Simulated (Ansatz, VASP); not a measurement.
# RbBr in VASP and in Ansatz

POSCAR

```
RbBr
1.0
    0.0000000000      3.3743054546      3.3743054546
    3.3743054546      0.0000000000      3.3743054546
    3.3743054546      3.3743054546      0.0000000000
Rb Br
1 1
Direct
    0.0000000000      0.0000000000      0.0000000000
    0.5000000000      0.5000000000      0.5000000000
```

Contents of INCAR.step1:

```
PREC = Accurate ; ENCUT = 520
ISMEAR = 0 ; SIGMA = 0.01
LREAL = F ; LASPH = T
NELM = 100 ; NBANDS = 15
GGA = PE ; ALGO = Normal
EDIFF = 1E-4 ; LWAVE = T
LCHARG = F
```

Contents of INCAR.step2:

```
PREC = Accurate ; ENCUT = 520
EDIFF = 1E-6 ; ISMEAR = 0
SIGMA = 0.01 ; LREAL = F
LASPH = T ; NELM = 100
ALGO = Normal ; ISIF = 2
LWAVE = F ; LCHARG = T
METAGGA = R2SCAN ; LMIXTAU = T
LELF = T ; LVHAR = T
NBANDS = 15 ; ISTART = 1
```

KPOINTS

```
regular mesh
0
Gamma
  6 6 6
```

Input for Ansatz:

```yaml
crystal:
  lattice:
    - [0.0, 3.3743054546, 3.3743054546]
    - [3.3743054546, 0.0, 3.3743054546]
    - [3.3743054546, 3.3743054546, 0.0]
  atoms:
    - { symbol: Rb, position: [0.0, 0.0, 0.0] }
    - { symbol: Br, position: [0.5, 0.5, 0.5] }
kpoints:
  mp_grid: { grid: [6, 6, 6] }
  band_path:
    path:
      - [0.0, 0.0, 0.0]
      - [0.5, 0.0, 0.5]
      - [0.625, 0.25, 0.625]
      - [0.375, 0.375, 0.75]
      - [0.5, 0.5, 0.5]
      - [0.5, 0.25, 0.75]
    npoints: 1
hamiltonian:
  xc: r2scan
scf:
  occupations: { method: fixed }
  n_extra_bands: 4
output:
  forces: true
  stress: true
  eigenvalues: true
```

Change from the starting cell: hydrostatic strain -2.5%.

Alike in both runs: task single point; functional r2SCAN; k mesh 6 × 6 × 6; no spin polarisation.

|  | VASP | Ansatz |
| --- | --- | --- |
| version | VASP 6.6.1 | Ansatz 0.2.0 |
| potentials or method | VASP PAW PBE potentials, release 64 (Rb_sv, Br) | plane waves, PAW |
| plane-wave cutoff (eV) | 520 | 500 |
| occupations | gaussian, width 0.01 eV | fixed |
| valence electrons in the cell | 16 | 16 |

Ansatz gave:

* gap on the k mesh at the Fermi level (eV): 5.10
* pressure (GPa): 1.3

Question: Estimate VASP's values.

Answer: gap on the k mesh at the Fermi level (eV): 5.10; pressure (GPa): 1.4.

VASP's potentials were made for PBE, not for r2SCAN.
